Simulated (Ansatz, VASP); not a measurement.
One calculation of Hf, two programs

INCAR

```
SYSTEM = Hf
  ALGO = Normal
  EDIFF = 1E-6
  ENCUT = 520
  GGA = RE
  ISIF = 2
  ISMEAR = -1
  LASPH = .TRUE.
  LCHARG = .TRUE.
  LELF = .TRUE.
  LREAL = .FALSE.
  LVHAR = .TRUE.
  LWAVE = .FALSE.
  NBANDS = 17
  NELM = 80
  PREC = Accurate
  SIGMA = 0.1
```

KPOINTS

```
k-points
0
G
  18 18 10
  0 0 0
```

The input POSCAR:

```
Hf
1.0
    3.2252761513      0.0000000000      0.0000000000
   -1.6126380756      2.7931710812      0.0000000000
    0.0000000000      0.0000000000      5.1056711910
Hf
2
Direct
    0.3333333333      0.6666666667      0.2500000000
    0.6666666667      0.3333333333      0.7500000000
```

Input for Ansatz:

```yaml
crystal:
  lattice:
    - [3.2252761513, 0.0, 0.0]
    - [-1.6126380756, 2.7931710812, 0.0]
    - [0.0, 0.0, 5.105671191]
  atoms:
    - { symbol: Hf, position: [0.3333333333, 0.6666666667, 0.25] }
    - { symbol: Hf, position: [0.6666666667, 0.3333333333, 0.75] }
hamiltonian:
  xc: revpbe
  pseudopotentials:
    kind: paw
    azcp:
      Hf: "pseudopotentials/Hf.paw.azcp"
basis:
  ecutwfc: 420
  fft_grid_basis: typed
kpoints:
  mp_grid: { grid: [18, 18, 10], shift: [0, 0, 0] }
magnetization:
  spin_polarized: false
scf:
  occupations: { method: fermi_dirac, width: 0.1 }
output:
  stress: true
```

Alike in both runs: task single point; functional revPBE; k mesh 18 × 18 × 10; occupations fermi-dirac, width 0.1 eV; no spin polarisation.

|  | VASP | Ansatz |
| --- | --- | --- |
| version | VASP 6.6.1 | Ansatz 0.2.0 |
| potentials or method | VASP PAW PBE potentials, release 64 (Hf_pv), cutoff 520 eV | plane waves (420 eV) with PAW, scalar-relativistic |
| valence electrons in the cell | 20 | 52 |

Ansatz gave:

- pressure (GPa): 0.0
- traceless stress, the component that is largest in VASP (GPa): -0.02

Which values does VASP return?

Pressure (GPa): -0.5; traceless stress, the component that is largest in VASP (GPa): -0.09.

VASP's potentials were made for PBE, not for revPBE. VASP's potentials hold 20 valence electrons a cell and Ansatz's 52, so a difference there can come from the potentials and not from the codes.

Neither program's run includes spin-orbit coupling.
